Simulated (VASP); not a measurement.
Here is a VASP 6.6.1 calculation.

File INCAR:

```
PREC = Accurate ; ENCUT = 520
EDIFF = 1E-6 ; ISMEAR = -1
SIGMA = 0.05 ; LREAL = False
LASPH = True ; NELM = 80
ALGO = Normal ; ISIF = 2
LWAVE = False ; LCHARG = False
GGA = PE ; NBANDS = 16
```

Contents of KPOINTS:

```
regular mesh
0
Gamma
  11 11 11
```

The input POSCAR:

```
CdTe
1.0
    0.0000000000      3.3086917840      3.3086917840
    3.3086917840      0.0000000000      3.3086917840
    3.3086917840      3.3086917840      0.0000000000
Cd Te
1 1
Direct
    0.0000000000      0.0000000000      0.0000000000
    0.2500000000      0.2500000000      0.2500000000
```

Potentials or basis: VASP PAW PBE potentials, release 64 (Cd, Te).

Command:

```bash
$ cat potpaw_PBE.64/Cd/POTCAR potpaw_PBE.64/Te/POTCAR > POTCAR
$ mpirun -np 1 vasp_std > vasp.out
```

(1) Predict the band gap on the k mesh.

(2) Predict the pressure.

Answers

(1) 0.58 eV.

(2) 0.1 GPa.

Caveat: spin-orbit coupling is left out, which moves the levels of the heavy elements.
